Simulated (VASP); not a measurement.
Runs of VASP 6.6.1 on Sn. The structure is that of space group Im-3m (No. 229), or close to it. The cells are those of the table. This isn't the form of Sn at room conditions, which is tetragonal (white tin).

```tsv
cell	gap on the mesh (eV)	pressure (GPa)
a = 3.274 Å, angles 109.6, 109.6, 109.3°, 1 atom	none	0.0
a = 3.289 Å, angles 109.4, 109.4, 109.7°, 1 atom	none	-0.7
a = 3.296 Å, angles 109.3, 109.3, 109.8°, 1 atom	none	-1.0
a = 3.282 Å, angles 109.5°, 1 atom	none	(a)
a = 3.260 Å, angles 109.7, 109.7, 108.9°, 1 atom	none	0.7
a = 3.267 Å, angles 109.7, 109.7, 109.1°, 1 atom	none	(b)
a = 3.304 Å, angles 109.2, 109.2, 110.0°, 1 atom	none	-1.3
```

Alike in all rows: task single point; level r2SCAN; potentials or basis VASP PAW PBE potentials, release 64 (Sn_d); no spin polarisation; k mesh 13 × 13 × 13; cutoff (eV) 520; smearing fermi-dirac 0.05 eV.

Task: Fill in the values left out.

Result: (a) -0.3; (b) 0.3.

Caveats: the PAW data sets were made with another functional, which shifts forces and pressure a little; spin-orbit coupling is left out, which moves the levels of the heavy elements.

A k mesh can miss the band edges, and the runs leave out spin-orbit coupling on Sn.

A gap of «none» marks levels without a gap at the run's occupations.
